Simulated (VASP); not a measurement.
Crystal: HfN (rocksalt type).

```xyz
2
Lattice="0.0000 2.2560 2.2560 2.2560 0.0000 2.2560 2.2560 2.2560 0.0000" Properties=species:S:1:pos:R:3 pbc="T T T"
Hf    0.0000    0.0000    0.0000
N     2.2560    2.2560    2.2560
```

- Program: VASP 6.6.1
- Task: relaxation of cell and atoms
- Functional: PBE
- Potentials or basis: VASP PAW PBE potentials, release 64 (Hf_pv, N)
- Cutoff: 600 eV
- k mesh: 13 × 13 × 13
- Occupations: fermi-dirac, width 0.02 eV
- Spin: no spin polarisation

At the start: pressure 4.0 GPa; volume 11.48 Å³/atom.

**Question.** How do energy, volume and symmetry change on relaxing?

**Answer.** Over 3 steps the energy falls by 2.1 meV/atom and the volume is 11.65 Å³/atom (+1.5 %); space group Fm-3m (No. 225, to 0.1 Å) before and after.

The path:
| step | energy change (eV) | largest force (eV/Å) | pressure (GPa) | volume (Å³) |
| --- | --- | --- | --- | --- |
| 1 | 0.0000 | 0.0000 | 4.05 | 22.96 |
| 2 | 0.0101 | 0.0000 | -6.92 | 23.94 |
| 3 | -0.0042 | 0.0000 | -0.02 | 23.30 |

Final structure:
```
Hf N
1.0
     0.00000    2.26700    2.26700
     2.26700    0.00000    2.26700
     2.26700    2.26700    0.00000
Hf N
1 1
Direct
  0.00000 0.00000 0.00000
  0.50000 0.50000 0.50000
```
